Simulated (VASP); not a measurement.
Wanted: the native input for a VASP 6.6.1 run.

```yaml
Task: relaxation of cell and atoms
Functional: PBEsol
Potentials_or_basis: VASP PAW PBE potentials, release 64 (Pd)
Cutoff: 600 eV
k_mesh: 18 × 18 × 18
Occupations: gaussian, width 0.1 eV
Spin: no spin polarisation
Dipole_correction: no
Further_INCAR_settings: ALGO = Normal; EDIFF = 1e-06; IBRION = 2; EDIFFG = -0.005; NSW = 100; ISIF = 3
```

The structure of Pd lies in POSCAR:

```
Pd
1.0
    0.0000000000     -1.9449000000     -1.9449000000
    1.9449000000      0.0000000000     -1.9449000000
    1.9449000000     -1.9449000000      0.0000000000
Pd
1
Direct
    0.0000000000      0.0000000000      0.0000000000
```

One way to write it, as run:

INCAR

```
PREC     = Accurate       # precision mode
ENCUT    = 600            # plane-wave cutoff, eV
EDIFF    = 1E-6           # SCF threshold, eV
ISMEAR   = 0              # smearing method
SIGMA    = 0.1            # smearing width, eV
LREAL    = F              # projectors in reciprocal space
LASPH    = T              # aspherical terms in the spheres
NELM     = 100            # most SCF steps
ALGO     = Normal         # electronic algorithm
ISIF     = 3              # what is computed and relaxed
LWAVE    = F              # write WAVECAR
LCHARG   = F              # write CHGCAR
GGA      = PS             # functional
IBRION   = 2              # ionic algorithm
NSW      = 100            # ionic steps
EDIFFG   = -0.005         # ionic threshold
```

KPOINTS

```
regular mesh
0
Gamma
  18 18 18
```

Potentials or basis: VASP PAW PBE potentials, release 64 (Pd).

Command:

```console
$ cat potpaw_PBE.64/Pd/POTCAR > POTCAR
$ mpirun -np 1 vasp_std > vasp.out
```

It gave:

| Item | Value |
| --- | --- |
| Relaxed volume | 14.52 Å³/atom |
| Relaxed cell | a = 2.738 Å, b = 2.738 Å, c = 2.738 Å, α = 60.00°, β = 60.00°, γ = 60.00° |
| Space group after relaxing (to 0.05 Å) | Fm-3m (No. 225) |
| Energy gained by relaxing | 1.6 meV/atom |
| Ionic steps | 3 |
| Pressure after relaxing | 0.0 GPa |
| Band gap on the k mesh | zero (band 5 reaches 10.19 eV, above the bottom of band 6 at 8.57 eV) |

Caveat: the PAW data sets were made with another functional, which shifts forces and pressure a little.

Run time: 45 s on 1 thread of AMD EPYC 7R43 64-Core Processor (Zen 3), with other jobs on the host, peak memory 0.14 GiB.
